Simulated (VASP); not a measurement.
Crystal: NaH.

```
CELL_PARAMETERS angstrom
0.00000 2.39751 2.39751
2.39751 0.00000 2.39751
2.39751 2.39751 0.00000
ATOMIC_POSITIONS crystal
Na 0.00000 0.00000 0.00000
H 0.50000 0.50000 0.50000
```

Base run:

```yaml
Program: VASP 6.6.1
Functional: PBEsol
Potentials_or_basis: VASP PAW PBE potentials, release 64 (Na_pv, H)
Cutoff: 500 eV
k_mesh: 6 × 6 × 6
Occupations: gaussian, width 0.01 eV
Spin: no spin polarisation
```

Its results: band gap on the k mesh 3.65 eV, indirect (least direct gap 4.51 eV); pressure -0.1 GPa.

**Question.** The run is repeated on the same cell with these changes: functional from PBEsol to r2SCAN; cutoff from 500 eV to 550 eV. What comes out?

**Answer.** Band gap on the k mesh 4.46 eV, indirect (least direct gap 5.26 eV); pressure -0.3 GPa.

r2SCAN gives the wider gap, since meta-GGAs in the generalised Kohn-Sham scheme recover part of the derivative discontinuity.

Caveats: the PAW data sets were made with another functional, which shifts forces and pressure a little.

A k mesh can miss the band edges.
